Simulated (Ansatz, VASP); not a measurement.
# AlN in VASP and in Ansatz

File POSCAR:

```
AlN
1.0
    0.0000000000      2.1852344544      2.1852344544
    2.1852344544      0.0000000000      2.1852344544
    2.1852344544      2.1852344544      0.0000000000
Al N
1 1
Direct
    0.0000000000      0.0000000000      0.0000000000
    0.2500000000      0.2500000000      0.2500000000
```

INCAR.step1

```
SYSTEM = AlN
ALGO = Normal
EDIFF = 1E-5
ENCUT = 520
GGA = PE
ISIF = 2
ISMEAR = -1
LASPH = .True.
LREAL = .False.
LWAVE = .True.
NBANDS = 11
NELM = 60
PREC = Accurate
SIGMA = 0.05
```

File INCAR.step2:

```
SYSTEM = AlN
ALGO = Normal
EDIFF = 1E-6
ENCUT = 520
GGA = PE
HFSCREEN = 0.2079
ISIF = 2
ISMEAR = -1
ISTART = 1
LASPH = .True.
LCHARG = .True.
LELF = .True.
LHFCALC = .True.
LREAL = .False.
LVHAR = .True.
LWAVE = .False.
NBANDS = 11
NELM = 60
PREC = Accurate
PRECFOCK = Normal
SIGMA = 0.05
```

KPOINTS

```
k-points
0
Gamma
  4 4 4
  0 0 0
```

Input for Ansatz:

```yaml
crystal:
  lattice:
    - [0.0, 2.185234454434, 2.185234454434]
    - [2.185234454434, 0.0, 2.185234454434]
    - [2.185234454434, 2.185234454434, 0.0]
  atoms:
    - { symbol: Al, position: [0.0, 0.0, 0.0] }
    - { symbol: "N", position: [0.25, 0.25, 0.25] }
kpoints:
  mp_grid: { grid: [4, 4, 4] }
hamiltonian:
  xc: hse06
  pseudopotentials: { kind: paw }
scf:
  occupations: { method: fermi_dirac, width: 0.05 }
  convergence: { dr2_threshold: "1e-10 eV" }
  exx: { energy_threshold: "2e-8 eV", singularity: regularized }
output:
  forces: true
  stress: true
  eigenvalues: true
```

Alike in both runs: task single point; functional HSE06; k mesh 4 × 4 × 4; occupations fermi-dirac, width 0.05 eV; no spin polarisation.

```csv
,VASP,Ansatz
version,VASP 6.6.1,Ansatz 0.2.0 development build
potentials or method,"VASP PAW PBE potentials, release 64 (Al, N)","plane waves, PAW datasets (generated soft set 1)"
plane-wave cutoff (eV),520,420
valence electrons in the cell,8,8
```

```csv
,VASP,Ansatz,Ansatz less VASP
gap on the k mesh at the Fermi level (eV),4.55,4.55,0.000
```

The k mesh is coarse, so the values compare programs but aren't converged.
